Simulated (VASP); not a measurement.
# Re (P6_3/mmc) in VASP: further runs

Runs on Re. Level: PBE. Tasks: electric field gradients.

All numbers are computed with VASP 6.6.1; they aren't measurements. Logs are shortened: lines on timing, memory, paths and dates and some standing lists are left out, and cuts for length are marked.

## Step 1: The cell of the first run

It takes space group P6_3/mmc (No. 194, hexagonal). The conventional cell has a = 2.612 Å, b = 2.612 Å, c = 4.176 Å, α = 90.00°, β = 90.00°, γ = 120.00°. Within 3.4 Å of Re (site symmetry -6m2) lie 12 Re at 2.58 to 2.61 Å.

## Step 2: Electric field gradients, PBE (volume scaled by 1.01)

Contents of INCAR:

```
SYSTEM = Re
PREC = Accurate
ENCUT = 520
EDIFF = 1E-8
ISMEAR = -1
SIGMA = 0.05
LREAL = .FALSE.
LASPH = .TRUE.
NELM = 80
ALGO = Normal
ISIF = 2
LWAVE = .FALSE.
LCHARG = .FALSE.
GGA = PE
LEFG = .TRUE.
NBANDS = 14
```

Contents of KPOINTS:

```
regular mesh
0
G
  14 14 8
  0 0 0
```

Contents of POSCAR:

```
Re
1.0
    2.6115486478      0.0000000000      0.0000000000
   -1.3057743239      2.2616674722      0.0000000000
    0.0000000000      0.0000000000      4.1758273441
Re
2
Direct
    0.3333333333      0.6666666667      0.2500000000
    0.6666666667      0.3333333333      0.7500000000
```

Potentials or basis: VASP PAW PBE potentials, release 64 (Re).

On the command line:

```console
$ cat potpaw_PBE.64/Re/POTCAR > POTCAR
$ mpirun -np 1 vasp_std > vasp.out
```

OUTCAR:

```text
SYSTEM = Re
   PREC = Accurate
   ENCUT = 520
   EDIFF = 1E-8
   ISMEAR = -1
   LREAL = .FALSE.
   LASPH = .TRUE.
   NELM = 80
   ISIF = 2
   GGA = PE

 ion  position               nearest neighbor table
   1  0.333  0.667  0.250-   2 2.58   2 2.58   2 2.58   2 2.58   2 2.58   2 2.58
   2  0.667  0.333  0.750-   1 2.58   1 2.58   1 2.58   1 2.58   1 2.58   1 2.58

  LATTYP: Found a hexagonal cell.
 ALAT       =     2.6115486478
 C/A-ratio  =     1.5989850879

  Lattice vectors:

 A1 = (   2.6115486478,   0.0000000000,   0.0000000000)
 A2 = (  -1.3057743239,   2.2616674722,   0.0000000000)
 A3 = (   0.0000000000,   0.0000000000,   4.1758273441)

Analysis of symmetry for initial positions (statically):
=====================================================================
 Subroutine PRICEL returns:
 Original cell was already a primitive cell.

 Routine SETGRP: Setting up the symmetry group for a
 hexagonal supercell.

 Subroutine GETGRP returns: Found 24 space group operations
 (whereof 12 operations were pure point group operations)
 out of a pool of 24 trial point group operations.

The static configuration has the point symmetry D_3d.
 The point group associated with its full space group is D_6h.

Analysis of symmetry for dynamics (positions and initial velocities):
=====================================================================
 Subroutine PRICEL returns:
 Original cell was already a primitive cell.

 Routine SETGRP: Setting up the symmetry group for a
 hexagonal supercell.

 Subroutine GETGRP returns: Found 24 space group operations
 (whereof 12 operations were pure point group operations)
 out of a pool of 24 trial point group operations.

The dynamic configuration has the point symmetry D_3d.
 The point group associated with its full space group is D_6h.

 Subroutine INISYM returns: Found 24 space group operations
 (whereof 12 operations are pure point group operations),
 and found     1 'primitive' translations

----------------------------------------------------------------------------------------

                                     Primitive cell

  volume of cell :      24.6643

  direct lattice vectors                    reciprocal lattice vectors
     2.611548648  0.000000000  0.000000000     0.382914559  0.221075824  0.000000000
    -1.305774324  2.261667472  0.000000000     0.000000000  0.442151648  0.000000000
     0.000000000  0.000000000  4.175827344     0.000000000  0.000000000  0.239473503

  length of vectors
     2.611548648  2.611548648  4.175827344     0.442151648  0.442151648  0.239473503

  position of ions in fractional coordinates (direct lattice)
     0.333333333  0.666666667  0.250000000
     0.666666667  0.333333333  0.750000000

  ion indices of the primitive-cell ions
   primitive index   ion index
                 1           1
                 2           2

----------------------------------------------------------------------------------------

 KPOINTS: regular mesh

Automatic generation of k-mesh.
 Grid dimensions read from file:
 generate k-points for:   14   14    8

 Generating k-lattice:

  Cartesian coordinates                     Fractional coordinates (reciprocal lattice)
     0.027351040  0.015791130  0.000000000     0.071428571 -0.000000000  0.000000000
     0.000000000  0.031582261  0.000000000     0.000000000  0.071428571  0.000000000
     0.000000000  0.000000000  0.029934188     0.000000000  0.000000000  0.125000000

  Length of vectors
     0.031582261  0.031582261  0.029934188

  Shift w.r.t. Gamma in fractional coordinates (k-lattice)
     0.000000000  0.000000000  0.000000000

 Subroutine IBZKPT returns following result:
 ===========================================

 Found    120 irreducible k-points:

 Following reciprocal coordinates:
            Coordinates               Weight
  0.000000  0.000000  0.000000      1.000000
  0.071429 -0.000000  0.000000      6.000000
  0.142857  0.000000  0.000000      6.000000
  0.214286  0.000000  0.000000      6.000000
  0.285714  0.000000  0.000000      6.000000
  0.357143  0.000000  0.000000      6.000000
[... 16 lines left out ...]
  0.285714  0.285714  0.000000      6.000000
  0.357143  0.285714  0.000000      6.000000
 [... further k-points ...]
   k-points           NKPTS =    120   k-points in BZ     NKDIM =    120   number of bands    NBANDS=     14
   number of dos      NEDOS =    301   number of ions     NIONS =      2
   total plane-waves  NPLWV =  12800
   dimension x,y,z NGX =    20 NGY =   20 NGZ =   32
   dimension x,y,z NGXF=    40 NGYF=   40 NGZF=   64
   ions per type =               2
   NGX,Y,Z   is equivalent  to a cutoff of  12.73, 12.73, 12.74 a.u.
   NGXF,Y,Z  is equivalent  to a cutoff of  25.46, 25.46, 25.48 a.u.
 SYSTEM =  Re
   PREC   = accura    normal or accurate (medium, high low for compatibility)
   ISTART =      0    job   : 0-new  1-cont  2-samecut
   ICHARG =      2    charge: 1-file 2-atom 10-const
   ISPIN  =      1    spin polarized calculation?
   LNONCOLLINEAR =      F non collinear calculations
   LSORBIT =      F    spin-orbit coupling
   LASPH  =      T    aspherical Exc in radial PAW
   ENCUT  =  520.0 eV  38.22 Ry    6.18 a.u.   4.86  4.86  7.76*2*pi/ulx,y,z
   NELM   =     80;   NELMIN=  2; NELMDL= -5     # of ELM steps
   EDIFF  = 0.1E-07   stopping-criterion for ELM
   LREAL  =      F    real-space projection
   EDIFFG = 0.1E-06   stopping-criterion for IOM
   NSW    =      0    number of steps for IOM
   IBRION =     -1    ionic relax: 0-MD 1-quasi-New 2-CG
   NFREE  =      0    steps in history (QN), initial steepest desc. (CG)
   ISIF   =      2    stress and relaxation
   ISYM   =      2    0-nonsym 1-usesym 2-fastsym
   POTIM  = 0.5000    time-step for ionic-motion
   TEBEG  =    0.0;   TEEND  =   0.0 temperature during run
   PSTRESS=    0.0 pullay stress
   NELECT =      14.0000    total number of electrons
   NUPDOWN=      -1.0000    fix difference up-down
   EMIN   =  10.00;   EMAX   =-10.00  energy-range for DOS
   EFERMI =   0.00;   METHOD = LEGACY
   ISMEAR =    -1;   SIGMA  =   0.05  broadening in eV -4-tet -1-fermi 0-gaus
   EFERMI_NEDOS =   21; number of points for ismear=-14 and -15
   IALGO  =     38    algorithm
   IMIX   =      4    mixing-type and parameters
     AMIX     =   0.40;   BMIX     =  1.00
     AMIX_MAG =   1.60;   BMIX_MAG =  1.00
  volume/ion in A,a.u.               =      12.33        83.22
  Fermi-wavevector in a.u.,A,eV,Ry     =   1.355484  2.561493 24.998483  1.837337
  Thomas-Fermi vector in A             =   2.482568
   LORBIT       =      0    0 simple, 1 ext, 2 COOP (PROOUT), +10 PAW based schemes
   GGA     = PE    functional components
   LHFCALC =     F    Hartree Fock is set to
   AEXX    =    0.0000 exact exchange contribution
   IVDW    =     0    specifies the selected vdW correction
   LEPSILON=     F    determine dielectric tensor
   LRPA    =     F    only Hartree local field effects (RPA)
 non-spin polarized calculation
  energy-cutoff  :      520.00
  volume of cell :       24.66
 maximum number of plane-waves:       685
 NGX is ok and might be reduce to    20
   NGX =  9   NGY =  9   NGZ = 15

 number of electron      14.0000001 magnetization

 Free energy of the ion-electron system (eV)
  ---------------------------------------------------
  ext. energy  EPLUGINS =         0.00000000
  ---------------------------------------------------
  free energy    TOTEN  =       -23.36390193 eV

  energy without entropy =      -23.35339890  energy(sigma->0) =      -23.35865042

 E-fermi :  10.2211     XC(G=0): -14.7223

 val. band max:       10.2161986469   @ k =   0.1429   0.0000   0.0000
 cond. band min:      10.2261192524   @ k =   0.4286   0.1429   0.2500
 fundamental gap:      0.0099206055
 Fermi energy:        10.2210902568

 k-point     1 :       0.0000    0.0000    0.0000
  band No.  band energies     occupation
      1      -0.8346      2.00000
      2       2.1919      2.00000
      3       8.0759      2.00000
      4       8.0759      2.00000
      5       8.2809      2.00000
      6       9.2255      2.00000
      7       9.2255      2.00000
      8      10.2896      0.40543
      9      10.2896      0.40543
     10      11.5556      0.00000
     11      14.4557      0.00000
     12      14.4557      0.00000
     13      22.8157      0.00000
     14      24.4896      0.00000
[... 375 lines left out ...]
 k-point    24 :       0.3571    0.2857    0.0000
  band No.  band energies     occupation
      1       3.4265      2.00000
      2       5.2514      2.00000
      3       5.2710      2.00000
      4       6.3403      2.00000
      5       7.4459      2.00000
      6       7.8680      2.00000
      7      10.2058      1.15209
      8      13.8933      0.00000
      9      14.5434      0.00000
     10      14.9052      0.00000
     11      18.2955      0.00000
     12      18.4462      0.00000
     13      20.4256      0.00000
     14      27.2366      0.00000

 [... further k-points ...]
[... 5 lines left out ...]
  --------------------------------------------------------------------------------------
  -------------------------------------------------------------------------------------
  Total       16.3181124     16.3181124     17.5637046     -0.0000000     -0.0000000      0.0000000
  in kB     1060.0127664   1060.0127663   1140.9255364     -0.0000000     -0.0000000      0.0000000
  external PRESSURE =    1086.9836897 kB  Pullay stress =       0.0000000 kB

 VOLUME and BASIS-vectors are now :
 -----------------------------------------------------------------------------
  energy-cutoff  :      520.00
  volume of cell :       24.66
      direct lattice vectors                 reciprocal lattice vectors
     2.611548648  0.000000000  0.000000000     0.382914559  0.221075824  0.000000000
    -1.305774324  2.261667472  0.000000000     0.000000000  0.442151648  0.000000000
     0.000000000  0.000000000  4.175827344     0.000000000  0.000000000  0.239473503

 POSITION                                       TOTAL-FORCE (eV/Angst)
 -----------------------------------------------------------------------------------
     -0.00000      1.50778      1.04396         0.000000      0.000000      0.000000
      1.30577      0.75389      3.13187        -0.000000     -0.000000      0.000000
 -----------------------------------------------------------------------------------
    total drift:                                0.000000     -0.000000     -0.000000

  FREE ENERGIE OF THE ION-ELECTRON SYSTEM (eV)
  ---------------------------------------------------
  free  energy   TOTEN  =       -23.3639019349 eV

  energy  without entropy=      -23.3533988994  energy(sigma->0) =      -23.35865042

 Electric field gradients (V/A^2)
---------------------------------------------------------------------
 ion       V_xx      V_yy      V_zz      V_xy      V_xz      V_yz
---------------------------------------------------------------------
   1      53.367    53.367  -106.733     0.000     0.000    -0.000
   2      53.367    53.367  -106.733     0.000    -0.000     0.000
---------------------------------------------------------------------

 Electric field gradients after diagonalization (V/A^2)
 (convention: |V_zz| > |V_xx| > |V_yy|)
----------------------------------------------------------------------
 ion       V_xx      V_yy      V_zz     asymmetry (V_yy - V_xx)/ V_zz
----------------------------------------------------------------------
   1      53.367    53.366  -106.733       0.000
   2      53.367    53.366  -106.733       0.000
----------------------------------------------------------------------

           NMR quadrupolar parameters

 Cq : quadrupolar parameter    Cq=e*Q*V_zz/h
 eta: asymmetry parameters     (V_yy - V_xx)/ V_zz
 Q  : nuclear electric quadrupole moment in mb (millibarn)
----------------------------------------------------------------------
 ion       Cq(MHz)       eta       Q (mb)
----------------------------------------------------------------------
   1      -0.258       0.000       1.000
   2      -0.258       0.000       1.000
----------------------------------------------------------------------
```

Wall time 34 s (1 thread of Intel Xeon Platinum 8259CL at 2.50GHz (Skylake/Cascade Lake), shared host); peak memory 0.16 GiB.

Results:

```
Free energy            : -23.3639 eV
Pressure               : 108.7 GPa
Band gap on the k mesh : zero (band 7 reaches 12.14 eV, above the bottom of band 8 at 7.90 eV)
```

Electric field gradients, principal values (V/Å²):
```
atom   least  middle  greatest (by size)
1 Re  53.366  53.367            -106.733
2 Re  53.366  53.367            -106.733
```

Caveat: without QUAD_EFG the Cq values of the log hold for a quadrupole moment of 1 mb, not for the nuclei; spin-orbit coupling is left out, which moves the levels of the heavy elements.

[end of part 1 of 3]
